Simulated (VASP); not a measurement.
Set up this calculation in VASP 6.6.1, as the native input.

```
Task                   : relaxation of cell and atoms
Functional             : r2SCAN
Potentials or basis    : VASP PAW PBE potentials, release 64 (Cd, Ag)
Cutoff                 : 600 eV
k mesh                 : 10 × 10 × 10
Occupations            : fermi-dirac, width 0.1 eV
Spin                   : no spin polarisation
Dipole correction      : no
Further INCAR settings : ALGO = Normal; EDIFF = 1e-06; IBRION = 2; EDIFFG = -0.01; NSW = 80; ISIF = 3
```

CdAg:

```xyz
2
Lattice="3.3300 0.0000 0.0000 0.0000 3.3300 0.0000 0.0000 0.0000 3.3300" Properties=species:S:1:pos:R:3 pbc="T T T"
Cd    1.6650    1.6650    1.6650
Ag    0.0000    0.0000    0.0000
```

One way to write it, as run:

POSCAR

```
CdAg
1.0
    3.3300000000      0.0000000000      0.0000000000
    0.0000000000      3.3300000000      0.0000000000
    0.0000000000      0.0000000000      3.3300000000
Cd Ag
1 1
Direct
    0.5000000000      0.5000000000      0.5000000000
    0.0000000000      0.0000000000      0.0000000000
```

INCAR.step1

```
SYSTEM = CdAg
PREC     = Accurate       ! precision mode
ENCUT    = 600            ! plane-wave cutoff, eV
ISMEAR   = -1             ! smearing method
SIGMA    = 0.1            ! smearing width, eV
LREAL    = .False.        ! projectors in reciprocal space
LASPH    = .True.         ! aspherical terms in the spheres
NELM     = 60             ! most SCF steps
GGA      = PE             ! functional
ALGO     = Normal         ! electronic algorithm
EDIFF    = 1E-4           ! SCF threshold, eV
LWAVE    = .True.         ! write WAVECAR
LCHARG   = .False.        ! write CHGCAR
```

INCAR.step2

```
SYSTEM = CdAg
PREC     = Accurate       ! precision mode
ENCUT    = 600            ! plane-wave cutoff, eV
EDIFF    = 1E-6           ! SCF threshold, eV
ISMEAR   = -1             ! smearing method
SIGMA    = 0.1            ! smearing width, eV
LREAL    = .False.        ! projectors in reciprocal space
LASPH    = .True.         ! aspherical terms in the spheres
NELM     = 60             ! most SCF steps
ALGO     = Normal         ! electronic algorithm
ISIF     = 3              ! what is computed and relaxed
LWAVE    = .False.        ! write WAVECAR
LCHARG   = .False.        ! write CHGCAR
METAGGA  = R2SCAN         ! meta-GGA
LMIXTAU  = .True.       
IBRION   = 2              ! ionic algorithm
NSW      = 80             ! ionic steps
EDIFFG   = -0.01          ! ionic threshold
ISTART   = 1
```

KPOINTS

```
Automatic mesh
0
Gamma
  10 10 10
  0 0 0
```

Potentials or basis: VASP PAW PBE potentials, release 64 (Cd, Ag).

Command:

```sh
$ cat potpaw_PBE.64/Cd/POTCAR potpaw_PBE.64/Ag/POTCAR > POTCAR
$ cp INCAR.step1 INCAR
$ mpirun -np 1 vasp_std > vasp.out
$ cp INCAR.step2 INCAR
$ mpirun -np 1 vasp_std > vasp.out
```

Results of the run:

```json
{
  "Relaxed volume": "18.81 Å³/atom",
  "Relaxed cell": "a = 3.351 Å, b = 3.351 Å, c = 3.351 Å, α = 90.00°, β = 90.00°, γ = 90.00°",
  "Space group after relaxing (to 0.05 Å)": "Pm-3m (No. 221)",
  "Energy gained by relaxing": "1.6 meV/atom",
  "Ionic steps": "4",
  "Pressure after relaxing": "-0.1 GPa"
}
```

Caveat: the PAW data sets were made with another functional, which shifts forces and pressure a little.

Wall time 9.6 min on 1 thread of AMD EPYC 7R13 (shared host), peak memory 0.17 GiB.
